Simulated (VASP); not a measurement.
# PbO (F-43m) in VASP: settings compared

The runs below take PbO through relaxation of cell and atoms, single point, with r2SCAN, PBE.

Everything below comes from runs of VASP 6.6.1. Logs are shortened: lines on timing, memory, paths and dates and some standing lists are left out, and cuts for length are marked.

## (1) The cell of the first run

The structure is cubic, space group F-43m (No. 216). The conventional cell has a = 5.663 Å, b = 5.663 Å, c = 5.663 Å, α = 90.00°, β = 90.00°, γ = 90.00°. Within 3.2 Å of Pb (site symmetry -43m) lie 4 O at 2.45 Å. Within 3.2 Å of O (site symmetry -43m) lie 4 Pb at 2.45 Å.

## (2) Relaxation of cell and atoms, r2SCAN

Input file POSCAR:

```
PbO
1.0
    0.0000000000      2.8317425422      2.8317425422
    2.8317425422      0.0000000000      2.8317425422
    2.8317425422      2.8317425422      0.0000000000
Pb O
1 1
Direct
    0.0000000000      0.0000000000      0.0000000000
    0.2500000000      0.2500000000      0.2500000000
```

Input file INCAR.step1:

```
PREC = Accurate
ENCUT = 600
ISMEAR = -1
SIGMA = 0.02
LREAL = False
LASPH = True
NELM = 80
GGA = PE
ALGO = Normal
EDIFF = 1E-4
LWAVE = True
LCHARG = False
```

Input file INCAR.step2:

```
PREC = Accurate
ENCUT = 600
EDIFF = 1E-6
ISMEAR = -1
SIGMA = 0.02
LREAL = False
LASPH = True
NELM = 80
ALGO = Normal
ISIF = 3
LWAVE = False
LCHARG = False
METAGGA = R2SCAN
LMIXTAU = True
IBRION = 2
NSW = 80
EDIFFG = -0.005
ISTART = 1
```

Input file KPOINTS:

```
regular mesh
0
Gamma
  8 8 8
```

Potentials or basis: VASP PAW PBE potentials, release 64 (Pb_d, O).

The run is started by

```sh
$ cat potpaw_PBE.64/Pb_d/POTCAR potpaw_PBE.64/O/POTCAR > POTCAR
$ cp INCAR.step1 INCAR
$ mpirun -np 1 vasp_std > vasp.out
$ cp INCAR.step2 INCAR
$ mpirun -np 1 vasp_std > vasp.out
```

OUTCAR:

```text
PREC = Accurate
   ENCUT = 600
   EDIFF = 1E-6
   ISMEAR = -1
   LREAL = False
   LASPH = True
   NELM = 80
   ISIF = 3
   METAGGA = R2SCAN
   IBRION = 2
   NSW = 80
   EDIFFG = -0.005
   ISTART = 1

 ion  position               nearest neighbor table
   1  0.000  0.000  0.000-   2 2.45   2 2.45   2 2.45   2 2.45
   2  0.250  0.250  0.250-   1 2.45   1 2.45   1 2.45   1 2.45

  LATTYP: Found a face centered cubic cell.
 ALAT       =     5.6634850844

  Lattice vectors:

 A1 = (   0.0000000000,   2.8317425422,   2.8317425422)
 A2 = (   2.8317425422,   0.0000000000,   2.8317425422)
 A3 = (   2.8317425422,   2.8317425422,   0.0000000000)

Analysis of symmetry for initial positions (statically):
=====================================================================
 Subroutine PRICEL returns:
 Original cell was already a primitive cell.

 Routine SETGRP: Setting up the symmetry group for a
 face centered cubic supercell.

 Subroutine GETGRP returns: Found 24 space group operations
 (whereof 24 operations were pure point group operations)
 out of a pool of 48 trial point group operations.

The static configuration has the point symmetry T_d .

Analysis of symmetry for dynamics (positions and initial velocities):
=====================================================================
 Subroutine PRICEL returns:
 Original cell was already a primitive cell.

 Routine SETGRP: Setting up the symmetry group for a
 face centered cubic supercell.

 Subroutine GETGRP returns: Found 24 space group operations
 (whereof 24 operations were pure point group operations)
 out of a pool of 48 trial point group operations.

The dynamic configuration has the point symmetry T_d .

 Subroutine INISYM returns: Found 24 space group operations
 (whereof 24 operations are pure point group operations),
 and found     1 'primitive' translations

----------------------------------------------------------------------------------------

                                     Primitive cell

  volume of cell :      45.4142

  direct lattice vectors                    reciprocal lattice vectors
     0.000000000  2.831742542  2.831742542    -0.176569724  0.176569724  0.176569724
     2.831742542  0.000000000  2.831742542     0.176569724 -0.176569724  0.176569724
     2.831742542  2.831742542  0.000000000     0.176569724  0.176569724 -0.176569724

  length of vectors
     4.004688708  4.004688708  4.004688708     0.305827734  0.305827734  0.305827734

  position of ions in fractional coordinates (direct lattice)
     0.000000000  0.000000000  0.000000000
     0.250000000  0.250000000  0.250000000

  ion indices of the primitive-cell ions
   primitive index   ion index
                 1           1
                 2           2

----------------------------------------------------------------------------------------

 KPOINTS: regular mesh

Automatic generation of k-mesh.
 Grid dimensions read from file:
 generate k-points for:    8    8    8

 Generating k-lattice:

  Cartesian coordinates                     Fractional coordinates (reciprocal lattice)
    -0.022071216  0.022071216  0.022071216     0.125000000  0.000000000  0.000000000
     0.022071216 -0.022071216  0.022071216     0.000000000  0.125000000  0.000000000
     0.022071216  0.022071216 -0.022071216     0.000000000  0.000000000  0.125000000

  Length of vectors
     0.038228467  0.038228467  0.038228467

  Shift w.r.t. Gamma in fractional coordinates (k-lattice)
     0.000000000  0.000000000  0.000000000

 Subroutine IBZKPT returns following result:
 ===========================================

 Found     29 irreducible k-points:

 Following reciprocal coordinates:
            Coordinates               Weight
  0.000000  0.000000  0.000000      1.000000
  0.125000  0.000000  0.000000      8.000000
  0.250000  0.000000  0.000000      8.000000
  0.375000  0.000000  0.000000      8.000000
  0.500000  0.000000  0.000000      4.000000
  0.125000  0.125000  0.000000      6.000000
[... 16 lines left out ...]
  0.500000  0.250000  0.125000     48.000000
 -0.375000  0.250000  0.125000     24.000000
 [... further k-points ...]
   k-points           NKPTS =     29   k-points in BZ     NKDIM =     29   number of bands    NBANDS=     14
   number of dos      NEDOS =    301   number of ions     NIONS =      2
   total plane-waves  NPLWV =  32768
   dimension x,y,z NGX =    32 NGY =   32 NGZ =   32
   dimension x,y,z NGXF=    64 NGYF=   64 NGZF=   64
   ions per type =               1   1
   NGX,Y,Z   is equivalent  to a cutoff of  13.28, 13.28, 13.28 a.u.
   NGXF,Y,Z  is equivalent  to a cutoff of  26.57, 26.57, 26.57 a.u.
 SYSTEM =  unknown system
   PREC   = accura    normal or accurate (medium, high low for compatibility)
   ISTART =      1    job   : 0-new  1-cont  2-samecut
   ICHARG =      0    charge: 1-file 2-atom 10-const
   ISPIN  =      1    spin polarized calculation?
   LNONCOLLINEAR =      F non collinear calculations
   LSORBIT =      F    spin-orbit coupling
   LASPH  =      T    aspherical Exc in radial PAW
   ENCUT  =  600.0 eV  44.10 Ry    6.64 a.u.   8.00  8.00  8.00*2*pi/ulx,y,z
   NELM   =     80;   NELMIN=  2; NELMDL=  0     # of ELM steps
   EDIFF  = 0.1E-05   stopping-criterion for ELM
   LREAL  =      F    real-space projection
   EDIFFG = -.5E-02   stopping-criterion for IOM
   NSW    =     80    number of steps for IOM
   IBRION =      2    ionic relax: 0-MD 1-quasi-New 2-CG
   NFREE  =      1    steps in history (QN), initial steepest desc. (CG)
   ISIF   =      3    stress and relaxation
   ISYM   =      2    0-nonsym 1-usesym 2-fastsym
   POTIM  = 0.5000    time-step for ionic-motion
   TEBEG  =    0.0;   TEEND  =   0.0 temperature during run
   PSTRESS=    0.0 pullay stress
   NELECT =      20.0000    total number of electrons
   NUPDOWN=      -1.0000    fix difference up-down
   EMIN   =  10.00;   EMAX   =-10.00  energy-range for DOS
   EFERMI =   0.00;   METHOD = LEGACY
   ISMEAR =    -1;   SIGMA  =   0.02  broadening in eV -4-tet -1-fermi 0-gaus
   EFERMI_NEDOS =   21; number of points for ismear=-14 and -15
   IALGO  =     38    algorithm
   IMIX   =      4    mixing-type and parameters
     AMIX     =   0.40;   BMIX     =  1.00
     AMIX_MAG =   1.60;   BMIX_MAG =  1.00
  volume/ion in A,a.u.               =      22.71       153.23
  Fermi-wavevector in a.u.,A,eV,Ry     =   1.245531  2.353712 21.107350  1.551346
  Thomas-Fermi vector in A             =   2.379749
   LORBIT       =      0    0 simple, 1 ext, 2 COOP (PROOUT), +10 PAW based schemes
   METAGGA = R2SCAN    functional components
   LHFCALC =     F    Hartree Fock is set to
   AEXX    =    0.0000 exact exchange contribution
   IVDW    =     0    specifies the selected vdW correction
   LEPSILON=     F    determine dielectric tensor
   LRPA    =     F    only Hartree local field effects (RPA)
 conjugate gradient relaxation of ions
 non-spin polarized calculation
  energy-cutoff  :      600.00
  volume of cell :       45.41
 maximum number of plane-waves:      1540
   NGX = 15   NGY = 15   NGZ = 15

--------------------------------------- Ionic step        1  -------------------------------------------

 number of electron      20.0000003 magnetization

 Free energy of the ion-electron system (eV)
  ---------------------------------------------------
  ext. energy  EPLUGINS =         0.00000000
  ---------------------------------------------------
  free energy    TOTEN  =       -64.16104845 eV

  energy without entropy =      -64.16104845  energy(sigma->0) =      -64.16104845

 E-fermi :   4.4584     XC(G=0):  -9.7544

 val. band max:        4.1012496196   @ k =  -0.2500   0.5000   0.2500
 cond. band min:       4.8021975829   @ k =   0.5000   0.5000   0.0000
 fundamental gap:      0.7009479633
 Fermi energy:         4.4583921067

 k-point     1 :       0.0000    0.0000    0.0000
  band No.  band energies     occupation
      1     -14.3737      2.00000
      2     -12.8201      2.00000
      3     -12.8201      2.00000
      4     -12.8201      2.00000
      5     -12.7352      2.00000
      6     -12.7352      2.00000
      7      -2.8609      2.00000
      8       1.8612      2.00000
      9       1.8612      2.00000
     10       1.8612      2.00000
     11       9.6294      0.00000
     12       9.6294      0.00000
     13       9.6294      0.00000
     14      12.3418      0.00000

 k-point     2 :       0.1250    0.0000    0.0000
  band No.  band energies     occupation
      1     -14.3863      2.00000
      2     -12.8118      2.00000
      3     -12.8118      2.00000
      4     -12.7422      2.00000
      5     -12.7348      2.00000
      6     -12.7348      2.00000
      7      -2.9834      2.00000
      8       1.7907      2.00000
      9       1.7907      2.00000
     10       1.9247      2.00000
[... 436 lines left out ...]
 POSITION                                       TOTAL-FORCE (eV/Angst)
 -----------------------------------------------------------------------------------
      0.00000      0.00000      0.00000         0.000000      0.000000      0.000000
      1.39556      1.39556      1.39556        -0.000000     -0.000000     -0.000000
 -----------------------------------------------------------------------------------
    total drift:                                0.000001      0.000001      0.000001

  FREE ENERGIE OF THE ION-ELECTRON SYSTEM (eV)
  ---------------------------------------------------
  free  energy   TOTEN  =       -64.1692406236 eV

  energy  without entropy=      -64.1692406190  energy(sigma->0) =      -64.16924062

--------------------------------------- Ionic step        3  -------------------------------------------

 number of electron      20.0000002 magnetization

 Free energy of the ion-electron system (eV)
  ---------------------------------------------------
  ext. energy  EPLUGINS =         0.00000000
  ---------------------------------------------------
  free energy    TOTEN  =       -64.17057676 eV

  energy without entropy =      -64.17057675  energy(sigma->0) =      -64.17057675

 E-fermi :   4.7804     XC(G=0):  -9.9173

 val. band max:        4.4642353203   @ k =  -0.2500   0.5000   0.2500
 cond. band min:       5.0819457649   @ k =   0.5000   0.5000   0.0000
 fundamental gap:      0.6177104447
 Fermi energy:         4.7803889760

 k-point     1 :       0.0000    0.0000    0.0000
  band No.  band energies     occupation
      1     -14.2640      2.00000
      2     -12.5095      2.00000
      3     -12.5095      2.00000
      4     -12.5095      2.00000
      5     -12.4099      2.00000
      6     -12.4099      2.00000
      7      -2.5249      2.00000
      8       2.0679      2.00000
      9       2.0679      2.00000
     10       2.0679      2.00000
     11      10.0753      0.00000
     12      10.0753      0.00000
     13      10.0753      0.00000
     14      12.8853      0.00000

 k-point     2 :       0.1250    0.0000    0.0000
  band No.  band energies     occupation
      1     -14.2717      2.00000
      2     -12.5002      2.00000
      3     -12.5002      2.00000
      4     -12.4308      2.00000
      5     -12.4097      2.00000
      6     -12.4097      2.00000
      7      -2.6630      2.00000
      8       1.9942      2.00000
      9       1.9942      2.00000
     10       2.1426      2.00000
[... 400 lines left out ...]
 POSITION                                       TOTAL-FORCE (eV/Angst)
 -----------------------------------------------------------------------------------
      0.00000      0.00000      0.00000         0.000000      0.000000      0.000000
      1.40099      1.40099      1.40099        -0.000000     -0.000000     -0.000000
 -----------------------------------------------------------------------------------
    total drift:                                0.000001      0.000001      0.000001

  FREE ENERGIE OF THE ION-ELECTRON SYSTEM (eV)
  ---------------------------------------------------
  free  energy   TOTEN  =       -64.1705767556 eV

  energy  without entropy=      -64.1705767534  energy(sigma->0) =      -64.17057675

 reached required accuracy - stopping structural energy minimisation
```

Wall time 1.8 min (1 thread of Intel Xeon Platinum 8488C (Sapphire Rapids), shared host); peak memory 0.21 GiB.

Results:

```
Free energy                            : -64.1706 eV
Relaxed volume                         : 22.00 Å³/atom
Relaxed cell                           : a = 3.963 Å, b = 3.963 Å, c = 3.963 Å, α = 60.00°, β = 60.00°, γ = 60.00°
Space group after relaxing (to 0.05 Å) : F-43m (No. 216)
Energy gained by relaxing              : 4.8 meV/atom
Ionic steps                            : 3
Pressure after relaxing                : 0.0 GPa
Band gap on the k mesh                 : 0.62 eV, indirect (least direct gap 0.80 eV)
```

Step by step:
```tsv
step	energy change (eV)	largest force (eV/Å)	pressure (GPa)	volume (Å³)
1	0.0000	0.0000	-2.10	45.41
2	-0.0082	0.0000	0.85	43.49
3	-0.0095	0.0000	0.00	44.00
```

Final structure:
```cif
data_structure
_symmetry_space_group_name_H-M 'P 1'
_symmetry_Int_Tables_number 1
_cell_length_a 3.9626
_cell_length_b 3.9626
_cell_length_c 3.9626
_cell_angle_alpha 60.000
_cell_angle_beta 60.000
_cell_angle_gamma 60.000
_cell_volume 44.00
loop_
_atom_site_label
_atom_site_type_symbol
_atom_site_fract_x
_atom_site_fract_y
_atom_site_fract_z
_atom_site_occupancy
Pb1 Pb 0.00000 0.00000 0.00000 1
O1 O 0.25000 0.25000 0.25000 1
```

Caveat: the PAW data sets were made with another functional, which shifts forces and pressure a little; spin-orbit coupling is left out, which moves the levels of the heavy elements. A k mesh can miss the band edges.

## (3) Single point, PBE, non-collinear spin, zero start, spin-orbit coupling

This run uses another cell than the first one, of 21.92 Å³/atom, 0.965 times its volume.

Input file INCAR:

```
SYSTEM = PbO
ALGO = Normal
EDIFF = 1E-6
ENCUT = 520
GGA = PE
GGA_COMPAT = .FALSE.
ISIF = 2
ISMEAR = -1
LASPH = .TRUE.
LCHARG = .TRUE.
LNONCOLLINEAR = .TRUE.
LORBIT = 11
LORBMOM = .TRUE.
LREAL = .FALSE.
LSORBIT = .TRUE.
LVHAR = .TRUE.
LWAVE = .FALSE.
MAGMOM = 0 0 0 0 0 0
NBANDS = 32
NELM = 150
PREC = Accurate
SIGMA = 0.02
```

Input file KPOINTS:

```
k-points
0
G
  8 8 8
  0 0 0
```

Input file POSCAR:

```
PbO
1.0
    0.0000000000      2.7987768028      2.7987768028
    2.7987768028      0.0000000000      2.7987768028
    2.7987768028      2.7987768028      0.0000000000
Pb O
1 1
Direct
    0.0000000000      0.0000000000      0.0000000000
    0.2500000000      0.2500000000      0.2500000000
```

Potentials or basis: VASP PAW PBE potentials, release 64 (Pb_d, O).

The run is started by

```sh
$ cat potpaw_PBE.64/Pb_d/POTCAR potpaw_PBE.64/O/POTCAR > POTCAR
$ mpirun -np 1 vasp_ncl > vasp.out
```

Wall time 94 s (1 thread of Intel Xeon Platinum 8488C (Sapphire Rapids), shared host); peak memory 0.32 GiB.

It converged, with:

```yaml
Free_energy: -10.7055 eV
Pressure: 2.3 GPa
Net_moment: 0.00 μB per cell
Valence_electrons_inside_the_program's_atomic_spheres: Pb 11.86; O 4.90
```

Moments on the atoms (μB; x, y, z):
```
Pb  0.00 0.00 0.00
O   0.00 0.00 0.00
```
